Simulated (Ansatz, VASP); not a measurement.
**Two plane-wave programs on As**

```xyz
2
Lattice="1.9036 1.0991 3.6082 -1.9036 1.0991 3.6082 0.0000 -2.1981 3.6082" Properties=species:S:1:pos:R:3 pbc="T T T"
As    0.0000    0.0000    8.3750
As    0.0000    0.0000    2.4495
```

Alike in both runs: task single point; functional PBE; k mesh 10 × 10 × 10; occupations fermi-dirac, width 0.1 eV; non-collinear spin, spin-orbit coupling.

```csv
,VASP,Ansatz
version,VASP 6.6.1,Ansatz 0.2.0
potentials or method,"VASP PAW PBE potentials, release 64 (As), cutoff 520 eV","plane waves (420 eV) with PAW, fully relativistic with spin-orbit coupling"
valence electrons in the cell,10,30
```

```tsv
	VASP	Ansatz	Ansatz less VASP
net moment per atom (μB)	0.00	0.00	0.000
```

The functional is the same, so the differences come from potentials, cutoffs and numerics. VASP's potentials hold 10 valence electrons a cell and Ansatz's 30, so a difference there can come from the potentials and not from the codes.
